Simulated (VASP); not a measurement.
# Ta3AsAu2O13 (P1) in VASP: settings compared, part 2 of 2

VASP 6.6.1.

## Step 3: Relaxation of cell and atoms, RPBE

Contents of INCAR:

```
PREC     = Accurate       # precision mode
ENCUT    = 600            # plane-wave cutoff, eV
EDIFF    = 1E-7           # SCF threshold, eV
ISMEAR   = -1             # smearing method
SIGMA    = 0.05           # smearing width, eV
LREAL    = False          # projectors in reciprocal space
LASPH    = True           # aspherical terms in the spheres
NELM     = 80             # most SCF steps
ALGO     = Normal         # electronic algorithm
ISIF     = 3              # what is computed and relaxed
LWAVE    = False          # write WAVECAR
LCHARG   = False          # write CHGCAR
GGA      = RP             # functional
IBRION   = 2              # ionic algorithm
NSW      = 60             # ionic steps
EDIFFG   = -0.01          # ionic threshold
KPAR     = 4
```

Contents of KPOINTS:

```
regular mesh
0
Gamma
  5 5 4
```

Contents of POSCAR:

```
Ta3AsAu2O13
1.0
    5.7238600000      0.0000000000      0.0000000000
    1.2946400000      6.2566800000      0.0000000000
    0.2681600000      1.3098200000      8.3663700000
Ta As Au O
3 1 2 13
Direct
    0.2171300000      0.3052100000      0.5843100000
    0.0332500000      0.1112300000      0.9985500000
    0.5824800000      0.6214500000      0.5048200000
    0.5870700000      0.8969100000      0.8304900000
    0.5800400000      0.0922800000      0.1861300000
    0.0448500000      0.8207700000      0.4468200000
    0.6620100000      0.6972600000      0.7108800000
    0.5163200000      0.1341800000      0.6962500000
    0.8509800000      0.8877300000      0.9193200000
    0.3446600000      0.8700300000      0.9465100000
    0.7301500000      0.2924000000      0.0309500000
    0.2462200000      0.2180900000      0.1107500000
    0.1290000000      0.0939800000      0.4910400000
    0.4803200000      0.3888700000      0.4349900000
    0.0596600000      0.2668500000      0.7859400000
    0.9333000000      0.5324000000      0.4564500000
    0.4997500000      0.8516100000      0.3497100000
    0.2525600000      0.6298800000      0.6247300000
    0.9187800000      0.9517500000      0.2263600000
```

Potentials or basis: VASP PAW PBE potentials, release 64 (Ta_pv, As, Au, O).

Started as:

```sh
cat potpaw_PBE.64/Ta_pv/POTCAR potpaw_PBE.64/As/POTCAR potpaw_PBE.64/Au/POTCAR potpaw_PBE.64/O/POTCAR > POTCAR
mpirun -np 4 vasp_std > vasp.out
```

OUTCAR:

```text
PREC = Accurate
   ENCUT = 600
   EDIFF = 1E-7
   ISMEAR = -1
   LREAL = False
   LASPH = True
   NELM = 80
   ISIF = 3
   GGA = RP
   IBRION = 2
   NSW = 60
   EDIFFG = -0.01

 ion  position               nearest neighbor table
   1  0.217  0.305  0.584-  13 1.83  15 1.91   8 2.01  14 2.04  16 2.14  18 2.20   3 3.18   6 3.27

   2  0.033  0.111  0.999-  12 1.86  11 1.92  15 1.93   9 2.13  19 2.18  10 2.19   5 3.01   5 3.53

   3  0.582  0.621  0.505-  17 1.81  14 1.88   7 1.97  16 2.02  18 2.11   6 3.11   6 3.15   1 3.18

   4  0.587  0.897  0.830-   9 1.70  10 1.70   8 1.73   7 1.73
   5  0.580  0.092  0.186-  19 1.98  11 1.99  12 2.00  17 2.02   2 3.01   6 3.50   2 3.53
   6  0.045  0.821  0.447-  13 1.99  19 2.01  18 2.03  16 2.06  17 2.74   3 3.11   3 3.15   1 3.27
                             5 3.50
   7  0.662  0.697  0.711-   4 1.73   3 1.97
   8  0.516  0.134  0.696-   4 1.73   1 2.01
   9  0.851  0.888  0.919-   4 1.70   2 2.13
  10  0.345  0.870  0.947-   4 1.70   2 2.19
  11  0.730  0.292  0.031-   2 1.92   5 1.99
  12  0.246  0.218  0.111-   2 1.86   5 2.00
  13  0.129  0.094  0.491-   1 1.83   6 1.99
  14  0.480  0.389  0.435-   3 1.88   1 2.04
  15  0.060  0.267  0.786-   1 1.91   2 1.93
  16  0.933  0.532  0.456-   3 2.02   6 2.06   1 2.14
  17  0.500  0.852  0.350-   3 1.81   5 2.02   6 2.74
  18  0.253  0.630  0.625-   6 2.03   3 2.11   1 2.20
  19  0.919  0.952  0.226-   5 1.98   6 2.01   2 2.18

  LATTYP: Found a triclinic cell.
 ALAT       =     6.3892204025
 B/A-ratio  =     1.1997974441
 C/A-ratio  =     1.8521233300
[... 379 lines left out ...]

 number of electron     138.0000000 magnetization

------------------------ aborting loop because EDIFF is reached ----------------------------------------
[... 101 lines left out ...]
--------------------------------------- Ionic step       44  -------------------------------------------

 number of electron     137.9999999 magnetization

 Free energy of the ion-electron system (eV)
  ---------------------------------------------------
  ext. energy  EPLUGINS =         0.00000000
  ---------------------------------------------------
  free energy    TOTEN  =      -135.64314857 eV

  energy without entropy =     -135.64314180  energy(sigma->0) =     -135.64314519

 E-fermi :   1.0805     XC(G=0):  -8.7533

 val. band max:        0.4747723646   @ k =   0.4000   0.0000   0.0000
 cond. band min:       1.6604323893   @ k =   0.0000   0.4000  -0.0000
 fundamental gap:      1.1856600247
 Fermi energy:         1.0805237148

 k-point     1 :       0.0000    0.0000    0.0000
  band No.  band energies     occupation
      1     -34.5177      2.00000
      2     -34.3875      2.00000
      3     -34.2911      2.00000
      4     -34.2307      2.00000
      5     -34.2221      2.00000
      6     -34.1669      2.00000
[... 2005 lines left out ...]
     80       5.5181      0.00000
     81       5.9060      0.00000

 [... further k-points ...]

 [bands above 81 left out]

------------------------ aborting loop because EDIFF is reached ----------------------------------------

  FORCE on cell =-STRESS in cart. coord.  units (eV):
  Direction    XX          YY          ZZ          XY          YZ          ZX
  --------------------------------------------------------------------------------------
  -------------------------------------------------------------------------------------
  Total        0.0245332      0.0161703      0.0012845     -0.0039611     -0.0014236     -0.0076143
  in kB        0.1266764      0.0834946      0.0066325     -0.0204530     -0.0073506     -0.0393161
  external PRESSURE =       0.0722678 kB  Pullay stress =       0.0000000 kB
[... 34 lines left out ...]
  FREE ENERGIE OF THE ION-ELECTRON SYSTEM (eV)
  ---------------------------------------------------
  free  energy   TOTEN  =      -135.6431485737 eV

  energy  without entropy=     -135.6431417998  energy(sigma->0) =     -135.64314519

 reached required accuracy - stopping structural energy minimisation
```

CONTCAR:

```text
Ta3AsAu2O13
   1.00000000000000
     5.7780210402788619   -0.0267719368453666   -0.0154390843827888
     1.2776234212181925    6.3274254181493408    0.0354932355245252
     0.2420319930506226    1.3767494024425280    8.4870573779568073
  Ta              As              Au              O
     3     1     2    13
Direct
     0.2156055056392965    0.3058300725062940    0.5849278317898486
     0.0357062184300358    0.1086971102019099    0.9966853749558061
     0.5807572117887955    0.6239516268557593    0.5064021092305983
     0.5845320166225558    0.8973059150290291    0.8303921326731433
     0.5842490453160527    0.0902146061700750    0.1840686632801704
     0.0455550646949854    0.8217621625241078    0.4472956188866923
[... 11 lines left out ...]
     0.2531237385016677    0.6299648694861794    0.6248905723463422
     0.9204399486815172    0.9492329801711807    0.2257907906415570

  0.00000000E+00  0.00000000E+00  0.00000000E+00
  0.00000000E+00  0.00000000E+00  0.00000000E+00
  0.00000000E+00  0.00000000E+00  0.00000000E+00
  0.00000000E+00  0.00000000E+00  0.00000000E+00
  0.00000000E+00  0.00000000E+00  0.00000000E+00
  0.00000000E+00  0.00000000E+00  0.00000000E+00
[... 11 lines left out ...]
  0.00000000E+00  0.00000000E+00  0.00000000E+00
  0.00000000E+00  0.00000000E+00  0.00000000E+00
```

It took 2.3 h on 4 MPI ranks of Intel Xeon 6975P-C (Granite Rapids), shared host; peak memory 1.4 GiB.

What came out:

```
Free energy                           : -135.6431 eV
Relaxed volume                        : 16.33 Å³/atom
Relaxed cell                          : a = 5.778 Å, b = 6.455 Å, c = 8.601 Å, α = 80.34°, β = 88.58°, γ = 78.85°
Space group after relaxing (to 0.1 Å) : P1 (No. 1)
Energy gained by relaxing             : 5.1 meV/atom
Ionic steps                           : 44
Pressure after relaxing               : 0.0 GPa
Largest force after relaxing          : 0.010 eV/Å
Band gap on the k mesh                : 1.19 eV (least direct gap 1.24 eV)
```

Forces in eV/Å, atoms in the order of the input:
```
Ta   0.003 -0.003  0.000
Ta  -0.004 -0.005  0.001
Ta   0.000  0.006  0.006
As   0.001 -0.001 -0.002
Au   0.002  0.000 -0.008
Au  -0.001 -0.005  0.004
O    0.002  0.003  0.003
O    0.001  0.000  0.004
O    0.001  0.001  0.006
O   -0.003 -0.001  0.002
O   -0.003  0.004 -0.008
O   -0.001 -0.002 -0.004
O    0.001 -0.005  0.001
O    0.002  0.000 -0.006
O   -0.003  0.000  0.002
O    0.005 -0.002 -0.001
O   -0.003  0.004  0.001
O    0.000  0.000  0.000
O    0.000  0.005  0.000
```

Step by step:
```
step  energy change (eV)  largest force (eV/Å)  pressure (GPa)  volume (Å³)
   1              0.0000                0.4772            3.76       299.62
   3             -0.0761                0.4143            0.20       305.37
   5             -0.0837                0.2295            0.04       306.40
   7             -0.0869                0.1634            0.07       306.94
   9             -0.0892                0.1574            0.03       307.64
  11             -0.0912                0.0996           -0.01       308.34
  13             -0.0922                0.0709            0.00       308.62
  15             -0.0931                0.0834            0.03       308.91
  17             -0.0942                0.0622           -0.03       309.35
  19             -0.0949                0.0963            0.04       309.43
  21             -0.0954                0.0513           -0.01       309.63
  23             -0.0957                0.0599            0.00       309.74
  25             -0.0962                0.0565           -0.01       309.91
  27             -0.0965                0.0278            0.00       309.91
  29             -0.0965                0.0435            0.01       309.95
  31             -0.0967                0.0261            0.00       309.96
  33             -0.0967                0.0612            0.01       310.01
  35             -0.0968                0.0189            0.02       310.02
  37             -0.0969                0.0172            0.02       310.11
  39             -0.0969                0.0282            0.01       310.16
  41             -0.0970                0.0212           -0.04       310.31
  43             -0.0971                0.0170           -0.01       310.31
  44             -0.0971                0.0098            0.01       310.29
```

Final structure:
```cif
data_structure
_symmetry_space_group_name_H-M 'P 1'
_symmetry_Int_Tables_number 1
_cell_length_a 5.7781
_cell_length_b 6.4552
_cell_length_c 8.6014
_cell_angle_alpha 80.335
_cell_angle_beta 88.581
_cell_angle_gamma 78.851
_cell_volume 310.29
loop_
_atom_site_label
_atom_site_type_symbol
_atom_site_fract_x
_atom_site_fract_y
_atom_site_fract_z
_atom_site_occupancy
Ta1 Ta 0.21561 0.30583 0.58493 1
Ta2 Ta 0.03571 0.10870 0.99669 1
Ta3 Ta 0.58076 0.62395 0.50640 1
As1 As 0.58453 0.89731 0.83039 1
Au1 Au 0.58425 0.09021 0.18407 1
Au2 Au 0.04556 0.82176 0.44730 1
O1 O 0.65963 0.70236 0.70958 1
O2 O 0.51323 0.13699 0.69738 1
O3 O 0.84934 0.88661 0.91983 1
O4 O 0.34409 0.86577 0.94618 1
O5 O 0.73696 0.28905 0.02934 1
O6 O 0.25092 0.21448 0.10651 1
O7 O 0.12866 0.09608 0.49197 1
O8 O 0.47493 0.39385 0.43718 1
O9 O 0.06049 0.26383 0.78551 1
O10 O 0.92937 0.53389 0.46028 1
O11 O 0.50095 0.85302 0.35078 1
O12 O 0.25312 0.62996 0.62489 1
O13 O 0.92044 0.94923 0.22579 1
```

Caveat: the PAW data sets were made with another functional, which shifts forces and pressure a little; spin-orbit coupling is left out, which moves the levels of the heavy elements; an odd mesh through Γ misses points on the zone boundary, where band edges can lie.

## Step 4: Relaxation of cell and atoms, revPBE

Edit INCAR of step 3 so:

```diff
@@ -12,3 +12,3 @@
 LCHARG   = False          # write CHGCAR
-GGA      = RP             # functional
+GGA      = RE             # functional
 IBRION   = 2              # ionic algorithm
```

KPOINTS is that of step 3.

POSCAR is that of step 3.

Started as:

```sh
cat potpaw_PBE.64/Ta_pv/POTCAR potpaw_PBE.64/As/POTCAR potpaw_PBE.64/Au/POTCAR potpaw_PBE.64/O/POTCAR > POTCAR
mpirun -np 4 vasp_std > vasp.out
```

Wall time 1.9 h (4 MPI ranks of Intel Xeon 6975P-C (Granite Rapids), shared host); peak memory 1.4 GiB.

The run converged. Its results:

| Quantity | Value |
| --- | --- |
| Free energy | -136.4158 eV |
| Relaxed volume | 16.21 Å³/atom |
| Relaxed cell | a = 5.765 Å, b = 6.445 Å, c = 8.572 Å, α = 80.45°, β = 88.48°, γ = 78.76° |
| Space group after relaxing (to 0.1 Å) | P1 (No. 1) |
| Energy gained by relaxing | 3.3 meV/atom |
| Ionic steps | 43 |
| Pressure after relaxing | 0.0 GPa |
| Largest force after relaxing | 0.010 eV/Å |
| Band gap on the k mesh | 1.20 eV (least direct gap 1.26 eV) |

Forces on the atoms (eV/Å):
```
Ta   0.004 -0.002 -0.003
Ta  -0.008  0.001  0.004
Ta  -0.005  0.005 -0.002
As   0.006  0.003  0.004
Au  -0.003 -0.003 -0.004
Au  -0.004  0.006 -0.007
O    0.002  0.001 -0.001
O   -0.002  0.003  0.005
O   -0.007 -0.003  0.002
O    0.002 -0.003 -0.006
O    0.003 -0.001 -0.005
O    0.006 -0.001 -0.003
O    0.000 -0.009  0.000
O   -0.002  0.004  0.000
O   -0.003 -0.002  0.002
O    0.008  0.000  0.003
O    0.002  0.004  0.004
O   -0.002 -0.002  0.002
O    0.004  0.001  0.006
```

The path:
| step | energy change (eV) | largest force (eV/Å) | pressure (GPa) | volume (Å³) |
| --- | --- | --- | --- | --- |
| 1 | 0.0000 | 0.4368 | 3.01 | 299.62 |
| 3 | -0.0493 | 0.3294 | 0.18 | 304.11 |
| 5 | -0.0539 | 0.1706 | 0.04 | 304.91 |
| 7 | -0.0558 | 0.1320 | 0.05 | 305.34 |
| 9 | -0.0573 | 0.1322 | 0.02 | 305.91 |
| 11 | -0.0587 | 0.0816 | -0.01 | 306.49 |
| 13 | -0.0593 | 0.0617 | 0.00 | 306.73 |
| 15 | -0.0600 | 0.0551 | 0.02 | 306.97 |
| 17 | -0.0605 | 0.0447 | 0.00 | 307.18 |
| 19 | -0.0612 | 0.0509 | 0.00 | 307.48 |
| 21 | -0.0616 | 0.0390 | 0.01 | 307.62 |
| 23 | -0.0619 | 0.0270 | -0.01 | 307.74 |
| 25 | -0.0621 | 0.0231 | -0.01 | 307.80 |
| 27 | -0.0623 | 0.0495 | 0.00 | 307.85 |
| 29 | -0.0625 | 0.0188 | 0.01 | 307.89 |
| 31 | -0.0625 | 0.0284 | 0.01 | 307.90 |
| 33 | -0.0626 | 0.0136 | -0.01 | 307.94 |
| 35 | -0.0626 | 0.0158 | -0.01 | 307.95 |
| 37 | -0.0626 | 0.0152 | 0.01 | 307.95 |
| 39 | -0.0626 | 0.0210 | 0.02 | 307.95 |
| 41 | -0.0627 | 0.0151 | -0.01 | 308.00 |
| 43 | -0.0627 | 0.0099 | -0.01 | 308.02 |

Final structure:
```
Ta As Au O
1.0
     5.76452   -0.02158   -0.01138
     1.28023    6.31621    0.02830
     0.24848    1.36356    8.45948
Ta As Au O
3 1 2 13
Cartesian
  1.7806 2.7235 4.9515
  0.5909 2.0475 8.4380
  4.2734 4.6151 4.2923
  4.7278 6.7903 7.0430
  3.5242 0.8101 1.5572
  1.4250 5.7961 3.8062
  4.8796 5.3868 6.0157
  3.3120 1.8044 5.8936
  6.2643 6.8386 7.7961
  3.3275 6.7595 8.0274
  4.6179 1.8539 0.2520
  1.7433 1.5002 0.9139
  0.9865 1.2690 4.1632
  3.3546 3.0666 3.6977
  0.8827 2.7407 6.6531
  6.1591 3.9753 3.8913
  4.0634 5.8514 2.9821
  2.4204 4.8235 5.3013
  6.5756 6.2856 1.9278
```

Levels at points of the mesh, in eV from the valence-band top:
```tsv
k point	band 67	band 68	band 69	band 70	band 71	band 72
(0.00, 0.00, 0.00)	-0.53	-0.23	-0.07	1.36	2.25	2.90
(0.00, 0.00, 0.50)	-0.54	-0.29	-0.06	1.35	2.29	2.97
```

Caveat: the PAW data sets were made with another functional, which shifts forces and pressure a little; spin-orbit coupling is left out, which moves the levels of the heavy elements; an odd mesh through Γ misses points on the zone boundary, where band edges can lie.

## Step 5: Single point, PBEsol

This run uses another cell than the first one, of 15.12 Å³/atom.

Contents of INCAR:

```
PREC     = Accurate       # precision mode
ENCUT    = 520            # plane-wave cutoff, eV
EDIFF    = 1E-6           # SCF threshold, eV
ISMEAR   = -1             # smearing method
SIGMA    = 0.05           # smearing width, eV
LREAL    = Auto         
LASPH    = True           # aspherical terms in the spheres
NELM     = 100            # most SCF steps
ALGO     = Normal         # electronic algorithm
ISIF     = 2              # what is computed and relaxed
LWAVE    = False          # write WAVECAR
LCHARG   = False          # write CHGCAR
GGA      = PS             # functional
NBANDS   = 84             # bands
```

Contents of KPOINTS:

```
Automatic mesh
0
Gamma
  4 3 3
```

Contents of POSCAR:

```
Ta3AsAu2O13
1.0
    5.6512142919      0.0222150980      0.0134679047
    1.3024918202      6.1764177829     -0.0286799404
    0.2895257532      1.2505822789      8.2316893207
Ta As Au O
3 1 2 13
Direct
    0.2178827909      0.3046976045      0.5831589096
    0.0312071804      0.1137159569      1.0007953177
    0.5831227184      0.6193152699      0.5028764064
    0.5898559327      0.8978076344      0.8307320551
    0.5768203352      0.0936621715      0.1880010610
    0.0441490340      0.8183775674      0.4464409372
    0.6643795638      0.6940069735      0.7109334771
    0.5201408385      0.1343945222      0.6949126629
    0.8554316140      0.8877868804      0.9193940909
    0.3447945330      0.8736333910      0.9479474937
    0.7236912278      0.2964390164      0.0332694690
    0.2430024077      0.2223166491      0.1154237369
    0.1287929133      0.0896045115      0.4914267472
    0.4830886392      0.3846272131      0.4311039100
    0.0586655926      0.2699783225      0.7868158710
    0.9364417482      0.5301306719      0.4519599555
    0.4979602313      0.8506401682      0.3472780668
    0.2514927330      0.6288712957      0.6250953708
    0.9176099659      0.9528741798      0.2274344613
```

Started as:

```sh
cat potpaw_PBE.64/Ta_pv/POTCAR potpaw_PBE.64/As/POTCAR potpaw_PBE.64/Au/POTCAR potpaw_PBE.64/O/POTCAR > POTCAR
mpirun -np 1 vasp_std > vasp.out
```

Run time: 27 min. Hardware: 1 thread of Intel Xeon 8259CL, shared host; peak memory 0.53 GiB.

Results (log left out):

```yaml
Free_energy: -150.1246 eV
Pressure: 1.1 GPa
Largest_force: 0.446 eV/Å
Band_gap_on_the_k_mesh: 1.40 eV (least direct gap 1.46 eV)
```

Forces on the atoms (eV/Å):
```
Ta   0.055  0.121 -0.028
Ta  -0.010 -0.206 -0.035
Ta   0.091 -0.053  0.145
As  -0.014 -0.038 -0.010
Au  -0.075 -0.002  0.057
Au  -0.014  0.026 -0.019
O    0.041 -0.235 -0.132
O   -0.001  0.240 -0.207
O    0.392  0.020  0.190
O   -0.366  0.008  0.255
O   -0.079  0.139 -0.028
O    0.097  0.101  0.074
O   -0.068 -0.123 -0.058
O   -0.037 -0.135 -0.106
O   -0.043  0.030  0.026
O    0.034 -0.036 -0.017
O   -0.025  0.155 -0.160
O   -0.011  0.015  0.064
O    0.034 -0.025 -0.011
```

Stress tensor (GPa, compression positive):
```
 1.28  0.08  0.03
 0.08  0.99 -0.07
 0.03 -0.07  1.06
```

Levels at points of the mesh, in eV from the valence-band top:
| k point | band 67 | band 68 | band 69 | band 70 | band 71 | band 72 |
| --- | --- | --- | --- | --- | --- | --- |
| (0.00, 0.00, 0.00) | -0.56 | -0.27 | -0.09 | 1.55 | 2.47 | 3.04 |
| (0.50, 0.00, 0.00) | -0.61 | -0.27 | 0.00 | 1.61 | 2.19 | 3.29 |

Caveat: the PAW data sets were made with another functional, which shifts forces and pressure a little; spin-orbit coupling is left out, which moves the levels of the heavy elements; an odd mesh through Γ misses points on the zone boundary, where band edges can lie.

## Step 6: The runs side by side

| task | level | cell | k mesh | cutoff (eV) | dipole correction | gap on the mesh (eV) | pressure (GPa) | relaxed volume (Å³/atom) | largest force (eV/Å) |
| --- | --- | --- | --- | --- | --- | --- | --- | --- | --- |
| relaxation of cell and atoms | PBE | relaxed from a = 5.724, b = 6.389, c = 8.473 Å, angles 80.9, 88.2, 78.3°, 19 atoms, atomic positions A | 5 × 5 × 4 | 600 | - | 1.26 | 0.0 | 15.76 | - |
| relaxation of cell and atoms | RPBE | relaxed from a = 5.724, b = 6.389, c = 8.473 Å, angles 80.9, 88.2, 78.3°, 19 atoms, atomic positions A | 5 × 5 × 4 | 600 | - | 1.19 | 0.0 | 16.33 | 0.01 |
| relaxation of cell and atoms | revPBE | relaxed from a = 5.724, b = 6.389, c = 8.473 Å, angles 80.9, 88.2, 78.3°, 19 atoms, atomic positions A | 5 × 5 × 4 | 600 | - | 1.20 | 0.0 | 16.21 | 0.01 |
| single point | PBEsol | a = 5.651, b = 6.312, c = 8.331 Å, angles 81.4, 87.8, 77.9°, 19 atoms, atomic positions B | 4 × 3 × 3 | 520 | no | 1.40 | 1.1 | - | 0.45 |

Alike in all rows: potentials or basis VASP PAW PBE potentials, release 64 (Ta_pv, As, Au, O); no spin polarisation; smearing fermi-dirac 0.05 eV.

Caveats: spin-orbit coupling is left out, which moves the levels of the heavy elements; an odd mesh through Γ misses points on the zone boundary, where band edges can lie; the PAW data sets were made with another functional, which shifts forces and pressure a little (at least some runs).

Absolute energies hang on the potentials; compare differences alone.
